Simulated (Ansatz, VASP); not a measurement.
## C: VASP beside Ansatz

```xyz
12
Lattice="5.4735 0.0000 0.0000 0.0000 5.4735 0.0000 0.0000 0.0000 3.8684" Properties=species:S:1:pos:R:3 pbc="T T T"
C     5.4735    3.4120    1.9342
C     0.0000    2.0615    1.9342
C     2.0615    5.4735    1.9342
C     3.4120    0.0000    1.9342
C     1.1349    5.4735    0.7790
C     4.3386    0.0000    0.7790
C     0.0000    1.1349    0.7790
C     5.4735    4.3386    0.7790
C     4.3386    0.0000    3.0894
C     1.1349    5.4735    3.0894
C     5.4735    4.3386    3.0894
C     0.0000    1.1349    3.0894
```

Alike in both runs: functional PBE; k mesh 4 × 4 × 4; occupations gaussian, width 0.1 eV; no spin polarisation.

Ansatz relaxed the structure, and its values are those at the end. VASP's run is a single point on that final structure, the one shown.

|  | VASP | Ansatz |
| --- | --- | --- |
| version | VASP 6.6.1 | Ansatz 0.2.0 |
| potentials or method | VASP PAW PBE potentials, release 64 (C), cutoff 520 eV | scalar-relativistic, plane waves, PAW |
| valence electrons in the cell | 48 | 48 |

Ansatz gave:

| Quantity | Value |
| --- | --- |
| gap on the k mesh at the Fermi level (eV) | 0.77 |
| least direct gap on the mesh (eV) | 2.31 |
| pressure (GPa) | 0.0 |
| rms of the force components (eV/Å) | 0.003 |

Question: Which values does VASP return?

Answer: gap on the k mesh at the Fermi level (eV): 0.76; least direct gap on the mesh (eV): 2.30; pressure (GPa): 0.3; rms of the force components (eV/Å): 0.013.
